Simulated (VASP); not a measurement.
# Zn2GeO3 (P6/mmm) in VASP: a series of runs

The runs below take Zn2GeO3 through single point, with PBE.

Program: VASP 6.6.1. These are calculated values, not measurements. Logs are shortened: lines on timing, memory, paths and dates and some standing lists are left out, and cuts for length are marked.

**1. The cell of the first run**

It takes space group P6/mmm (No. 191, hexagonal). The conventional cell has a = 4.876 Å, b = 4.876 Å, c = 3.488 Å, α = 90.00°, β = 90.00°, γ = 120.00°. Zn (site symmetry -6m2) has 6 O at 2.24 Å and 3 Ge at 2.82 Å and 3 Zn at 2.82 Å within 3.0 Å. Within 3.7 Å of Ge (site symmetry 6/mmm) lie 6 Zn at 2.82 Å and 12 O at 3.00 Å and 2 Ge at 3.49 Å. O (site symmetry mmm) has 4 Zn at 2.24 Å and 4 O at 2.44 Å and 4 Ge at 3.00 Å within 3.0 Å.

The cell was built from a structure type or drawn by symmetry, and may not be a known phase.

**2. Single point, PBE**

INCAR

```
SYSTEM = Zn2GeO3
ALGO = Normal
EDIFF = 1E-7
ENCUT = 520
GGA = PE
ISIF = 2
ISMEAR = 0
LASPH = .TRUE.
LCHARG = .FALSE.
LREAL = .FALSE.
LWAVE = .FALSE.
NBANDS = 37
NELM = 100
PREC = Accurate
SIGMA = 0.1
```

KPOINTS

```
k-points
0
G
  6 6 6
  0 0 0
```

POSCAR

```
Zn2GeO3
1.0
    4.8762233400      0.0000000000      0.0000000000
   -2.4381116700      4.2229332900      0.0000000000
    0.0000000000      0.0000000000      3.4877042300
Zn Ge O
2 1 3
Direct
    0.3333333300      0.6666666700      0.0000000000
    0.6666666700      0.3333333300      0.0000000000
    0.0000000000      0.0000000000      0.0000000000
    0.5000000000      0.0000000000      0.5000000000
    0.0000000000      0.5000000000      0.5000000000
    0.5000000000      0.5000000000      0.5000000000
```

Potentials or basis: VASP PAW PBE potentials, release 64 (Zn, Ge_d, O).

Started as:

```sh
$ cat potpaw_PBE.64/Zn/POTCAR potpaw_PBE.64/Ge_d/POTCAR potpaw_PBE.64/O/POTCAR > POTCAR
$ mpirun -np 1 vasp_std > vasp.out
```

OUTCAR:

```text
SYSTEM = Zn2GeO3
   EDIFF = 1E-7
   ENCUT = 520
   GGA = PE
   ISIF = 2
   ISMEAR = 0
   LASPH = .TRUE.
   LREAL = .FALSE.
   NELM = 100
   PREC = Accurate

 ion  position               nearest neighbor table
   1  0.333  0.667  0.000-   5 2.24   5 2.24   4 2.24   4 2.24   6 2.24   6 2.24   3 2.82   2 2.82
                             2 2.82   3 2.82   3 2.82   2 2.82
   2  0.667  0.333  0.000-   5 2.24   5 2.24   4 2.24   4 2.24   6 2.24   6 2.24   3 2.82   1 2.82
                             1 2.82   3 2.82   3 2.82   1 2.82
   3  0.000  0.000  0.000-   1 2.82   2 2.82   2 2.82   1 2.82   2 2.82   1 2.82
   4  0.500  0.000  0.500-   1 2.24   2 2.24   1 2.24   2 2.24
   5  0.000  0.500  0.500-   1 2.24   2 2.24   1 2.24   2 2.24
   6  0.500  0.500  0.500-   1 2.24   2 2.24   1 2.24   2 2.24

  LATTYP: Found a hexagonal cell.
 ALAT       =     4.8762233400
 C/A-ratio  =     0.7152470235

  Lattice vectors:

 A1 = (   4.8762233400,   0.0000000000,   0.0000000000)
 A2 = (  -2.4381116700,   4.2229332900,   0.0000000000)
 A3 = (   0.0000000000,   0.0000000000,   3.4877042300)

Analysis of symmetry for initial positions (statically):
=====================================================================
 Subroutine PRICEL returns:
 Original cell was already a primitive cell.

 Routine SETGRP: Setting up the symmetry group for a
 hexagonal supercell.

 Subroutine GETGRP returns: Found 24 space group operations
 (whereof 24 operations were pure point group operations)
 out of a pool of 24 trial point group operations.

The static configuration has the point symmetry D_6h.

Analysis of symmetry for dynamics (positions and initial velocities):
=====================================================================
 Subroutine PRICEL returns:
 Original cell was already a primitive cell.

 Routine SETGRP: Setting up the symmetry group for a
 hexagonal supercell.

 Subroutine GETGRP returns: Found 24 space group operations
 (whereof 24 operations were pure point group operations)
 out of a pool of 24 trial point group operations.

The dynamic configuration has the point symmetry D_6h.

 Subroutine INISYM returns: Found 24 space group operations
 (whereof 24 operations are pure point group operations),
 and found     1 'primitive' translations

----------------------------------------------------------------------------------------

                                     Primitive cell

  volume of cell :      71.8187

  direct lattice vectors                    reciprocal lattice vectors
     4.876223340  0.000000000  0.000000000     0.205076743  0.118401113  0.000000000
    -2.438111670  4.222933290  0.000000000     0.000000000  0.236802225  0.000000000
     0.000000000  0.000000000  3.487704230     0.000000000  0.000000000  0.286721561

  length of vectors
     4.876223340  4.876223343  3.487704230     0.236802225  0.236802225  0.286721561

  position of ions in fractional coordinates (direct lattice)
     0.333333330  0.666666670  0.000000000
     0.666666670  0.333333330  0.000000000
     0.000000000  0.000000000  0.000000000
     0.500000000  0.000000000  0.500000000
     0.000000000  0.500000000  0.500000000
     0.500000000  0.500000000  0.500000000

  ion indices of the primitive-cell ions
   primitive index   ion index
                 1           1
                 2           2
                 3           3
                 4           4
                 5           5
                 6           6

----------------------------------------------------------------------------------------

 KPOINTS: k-points

Automatic generation of k-mesh.
 Grid dimensions read from file:
 generate k-points for:    6    6    6

 Generating k-lattice:

  Cartesian coordinates                     Fractional coordinates (reciprocal lattice)
     0.034179457  0.019733519  0.000000000     0.166666667  0.000000000  0.000000000
     0.000000000  0.039467038  0.000000000     0.000000000  0.166666667  0.000000000
     0.000000000  0.000000000  0.047786927     0.000000000  0.000000000  0.166666667

  Length of vectors
     0.039467038  0.039467038  0.047786927

  Shift w.r.t. Gamma in fractional coordinates (k-lattice)
     0.000000000  0.000000000  0.000000000

 Subroutine IBZKPT returns following result:
 ===========================================

 Found     28 irreducible k-points:

 Following reciprocal coordinates:
            Coordinates               Weight
  0.000000  0.000000  0.000000      1.000000
  0.166667  0.000000  0.000000      6.000000
  0.333333  0.000000  0.000000      6.000000
  0.500000  0.000000  0.000000      3.000000
  0.166667  0.166667  0.000000      6.000000
  0.333333  0.166667  0.000000     12.000000
[... 16 lines left out ...]
  0.166667  0.000000  0.500000      6.000000
  0.333333  0.000000  0.500000      6.000000
 [... further k-points ...]
   k-points           NKPTS =     28   k-points in BZ     NKDIM =     28   number of bands    NBANDS=     37
   number of dos      NEDOS =    301   number of ions     NIONS =      6
   total plane-waves  NPLWV =  36288
   dimension x,y,z NGX =    36 NGY =   36 NGZ =   28
   dimension x,y,z NGXF=    72 NGYF=   72 NGZF=   56
   ions per type =               2   1   3
   NGX,Y,Z   is equivalent  to a cutoff of  12.27, 12.27, 13.35 a.u.
   NGXF,Y,Z  is equivalent  to a cutoff of  24.55, 24.55, 26.69 a.u.
 SYSTEM =  Zn2GeO3
   PREC   = accura    normal or accurate (medium, high low for compatibility)
   ISTART =      0    job   : 0-new  1-cont  2-samecut
   ICHARG =      2    charge: 1-file 2-atom 10-const
   ISPIN  =      1    spin polarized calculation?
   LNONCOLLINEAR =      F non collinear calculations
   LSORBIT =      F    spin-orbit coupling
   LASPH  =      T    aspherical Exc in radial PAW
   ENCUT  =  520.0 eV  38.22 Ry    6.18 a.u.   9.07  9.07  6.48*2*pi/ulx,y,z
   NELM   =    100;   NELMIN=  2; NELMDL= -5     # of ELM steps
   EDIFF  = 0.1E-06   stopping-criterion for ELM
   LREAL  =      F    real-space projection
   EDIFFG = 0.1E-05   stopping-criterion for IOM
   NSW    =      0    number of steps for IOM
   IBRION =     -1    ionic relax: 0-MD 1-quasi-New 2-CG
   NFREE  =      0    steps in history (QN), initial steepest desc. (CG)
   ISIF   =      2    stress and relaxation
   ISYM   =      2    0-nonsym 1-usesym 2-fastsym
   POTIM  = 0.5000    time-step for ionic-motion
   TEBEG  =    0.0;   TEEND  =   0.0 temperature during run
   PSTRESS=    0.0 pullay stress
   NELECT =      56.0000    total number of electrons
   NUPDOWN=      -1.0000    fix difference up-down
   EMIN   =  10.00;   EMAX   =-10.00  energy-range for DOS
   EFERMI =   0.00;   METHOD = LEGACY
   ISMEAR =     0;   SIGMA  =   0.10  broadening in eV -4-tet -1-fermi 0-gaus
   EFERMI_NEDOS =   21; number of points for ismear=-14 and -15
   IALGO  =     38    algorithm
   IMIX   =      4    mixing-type and parameters
     AMIX     =   0.40;   BMIX     =  1.00
     AMIX_MAG =   1.60;   BMIX_MAG =  1.00
  volume/ion in A,a.u.               =      11.97        80.78
  Fermi-wavevector in a.u.,A,eV,Ry     =   1.506810  2.847457 30.891687  2.270475
  Thomas-Fermi vector in A             =   2.617478
   LORBIT       =      0    0 simple, 1 ext, 2 COOP (PROOUT), +10 PAW based schemes
   GGA     = PE    functional components
   LHFCALC =     F    Hartree Fock is set to
   AEXX    =    0.0000 exact exchange contribution
   IVDW    =     0    specifies the selected vdW correction
   LEPSILON=     F    determine dielectric tensor
   LRPA    =     F    only Hartree local field effects (RPA)
 non-spin polarized calculation
 Gauss-broadening in eV      SIGMA  =   0.10
  energy-cutoff  :      520.00
  volume of cell :       71.82
 maximum number of plane-waves:      1956
   NGX = 19   NGY = 19   NGZ = 13

 number of electron      56.0000069 magnetization

 Free energy of the ion-electron system (eV)
  ---------------------------------------------------
  ext. energy  EPLUGINS =         0.00000000
  ---------------------------------------------------
  free energy    TOTEN  =       -21.32880451 eV

  energy without entropy =      -21.29929249  energy(sigma->0) =      -21.31404850

 E-fermi :   3.9572     XC(G=0): -11.5353

 val. band max:        3.9277595545   @ k =   0.5000   0.0000   0.1667
 cond. band min:       3.9763656328   @ k =   0.0000   0.0000   0.1667
 fundamental gap:      0.0486060783
 Fermi energy:         3.9572134627

 k-point     1 :       0.0000    0.0000    0.0000
  band No.  band energies     occupation
      1     -21.9253      2.00000
      2     -21.8881      2.00000
      3     -21.8881      2.00000
      4     -21.8776      2.00000
      5     -21.8776      2.00000
      6     -14.9497      2.00000
[... 29 lines left out ...]
     36      13.6206      0.00000
     37      14.1052      0.00000

 k-point     2 :       0.1667    0.0000    0.0000
  band No.  band energies     occupation
      1     -21.9252      2.00000
      2     -21.8882      2.00000
      3     -21.8881      2.00000
      4     -21.8777      2.00000
      5     -21.8774      2.00000
      6     -14.8457      2.00000
[... 29 lines left out ...]
     36      13.7696      0.00000
     37      14.3672      0.00000

 k-point     3 :       0.3333    0.0000    0.0000
  band No.  band energies     occupation
      1     -21.9249      2.00000
      2     -21.8883      2.00000
      3     -21.8882      2.00000
      4     -21.8778      2.00000
      5     -21.8769      2.00000
      6     -14.5646      2.00000
[... 29 lines left out ...]
     36      13.5899      0.00000
     37      15.0034      0.00000
[... 761 lines left out ...]
 k-point    23 :       0.1667    0.0000    0.5000
  band No.  band energies     occupation
      1     -21.9077      2.00000
      2     -21.8939      2.00000
      3     -21.8937      2.00000
      4     -21.8767      2.00000
      5     -21.8765      2.00000
      6     -14.4367      2.00000
[... 29 lines left out ...]
     36      13.8770      0.00000
     37      15.6559      0.00000

 k-point    24 :       0.3333    0.0000    0.5000
  band No.  band energies     occupation
      1     -21.9074      2.00000
      2     -21.8944      2.00000
      3     -21.8939      2.00000
      4     -21.8768      2.00000
      5     -21.8762      2.00000
      6     -14.2022      2.00000
[... 29 lines left out ...]
     36      13.1999      0.00000
     37      14.0565      0.00000

 [... further k-points ...]

------------------------ aborting loop because EDIFF is reached ----------------------------------------

  FORCE on cell =-STRESS in cart. coord.  units (eV):
  Direction    XX          YY          ZZ          XY          YZ          ZX
  --------------------------------------------------------------------------------------
  -------------------------------------------------------------------------------------
  Total        7.9093861      7.9093861    -16.1070649      0.0000000     -0.0000000      0.0000000
  in kB      176.4476590    176.4476593   -359.3267365      0.0000000     -0.0000000      0.0000000
  external PRESSURE =      -2.1438061 kB  Pullay stress =       0.0000000 kB

 VOLUME and BASIS-vectors are now :
 -----------------------------------------------------------------------------
  energy-cutoff  :      520.00
  volume of cell :       71.82
      direct lattice vectors                 reciprocal lattice vectors
     4.876223340  0.000000000  0.000000000     0.205076743  0.118401113  0.000000000
    -2.438111670  4.222933290  0.000000000     0.000000000  0.236802225  0.000000000
     0.000000000  0.000000000  3.487704230     0.000000000  0.000000000  0.286721561

 POSITION                                       TOTAL-FORCE (eV/Angst)
 -----------------------------------------------------------------------------------
     -0.00000      2.81529      0.00000         0.000000      0.000000      0.000000
      2.43811      1.40764      0.00000         0.000000     -0.000000     -0.000000
      0.00000      0.00000      0.00000         0.000000      0.000000      0.000000
      2.43811      0.00000      1.74385         0.000000      0.000000      0.000000
     -1.21906      2.11147      1.74385        -0.000000      0.000000      0.000000
      1.21906      2.11147      1.74385        -0.000000      0.000000      0.000000
 -----------------------------------------------------------------------------------
    total drift:                               -0.000000      0.000000      0.000000

  FREE ENERGIE OF THE ION-ELECTRON SYSTEM (eV)
  ---------------------------------------------------
  free  energy   TOTEN  =       -21.3288045121 eV

  energy  without entropy=      -21.2992924935  energy(sigma->0) =      -21.31404850
```

Wall time 87 s (1 thread of AMD EPYC 7R43 (Zen 3), shared host); peak memory 0.18 GiB.

Results:

```yaml
Free_energy: -21.3288 eV
Pressure: -0.2 GPa
Band_gap_on_the_k_mesh: zero (bands 28 and 29 overlap by 0.43 eV)
```

Levels at points of the mesh, in eV from the Fermi level:
```
           k point  band 25  band 26  band 27  band 28  band 29  band 30  band 31  band 32
(0.00, 0.00, 0.00)    -1.60    -0.39    -0.04    -0.04     0.09     1.68     1.68     3.58
(0.50, 0.00, 0.00)    -2.18    -1.82    -1.61    -1.30    -0.07     0.61     2.25     3.21
(0.00, 0.00, 0.50)    -3.30    -1.02    -0.31    -0.29    -0.29     0.21     0.21     2.55
(0.50, 0.00, 0.50)    -2.28    -2.24    -1.59     0.13     0.85     1.15     1.62     3.51
```

**3. Single point, PBE**

This run uses another cell than the first one, of 11.92 Å³/atom.

INCAR

```
  PREC = Accurate
  ENCUT = 520
  EDIFF = 1E-7
  ISMEAR = 0
  SIGMA = 0.1
  LREAL = F
  LASPH = T
  NELM = 100
  ALGO = Normal
  ISIF = 2
  LWAVE = F
  LCHARG = T
  GGA = PE
  LELF = T
  LVHAR = T
  NBANDS = 37
```

KPOINTS

```
regular mesh
0
Gamma
  12 12 12
```

POSCAR

```
Zn2GeO3
1.0
    5.4874998960      0.0000000000      0.0000000000
   -2.7437499480      4.7523143132      0.0000000000
    0.0000000000      0.0000000000      2.7417212563
Zn Ge O
2 1 3
Direct
    0.3333333333      0.6666666667      0.0000000000
    0.6666666667      0.3333333333      0.0000000000
    0.0000000000      0.0000000000      0.0000000000
    0.5000000000      0.0000000000      0.5000000000
    0.0000000000      0.5000000000      0.5000000000
    0.5000000000      0.5000000000      0.5000000000
```

Potentials or basis: VASP PAW PBE potentials, release 64 (Zn, Ge_d, O).

Started as:

```sh
$ cat potpaw_PBE.64/Zn/POTCAR potpaw_PBE.64/Ge_d/POTCAR potpaw_PBE.64/O/POTCAR > POTCAR
$ mpirun -np 1 vasp_std > vasp.out
```

Wall time 6 min (1 thread of AMD EPYC 7R43 (Zen 3), shared host); peak memory 0.37 GiB.

The run converged. Its results:

```
Free energy            : -25.0407 eV
Pressure               : 0.7 GPa
Band gap on the k mesh : zero (bands 28 and 29 overlap by 0.18 eV)
```

Stress tensor (GPa, compression positive):
```
0.56 0.00 0.00
0.00 0.56 0.00
0.00 0.00 0.88
```

Levels at points of the mesh, in eV from the Fermi level:
```tsv
k point	band 26	band 27	band 28	band 29	band 30	band 31
(0.00, 0.00, 0.00)	-0.90	0.04	0.04	2.43	2.43	2.98
(0.50, 0.00, 0.00)	-0.78	-0.49	-0.26	0.04	1.87	5.99
(0.00, 0.00, 0.50)	-1.98	-0.44	0.16	0.16	1.60	1.60
(0.50, 0.00, 0.50)	-1.57	-0.97	-0.32	0.14	2.47	3.13
```
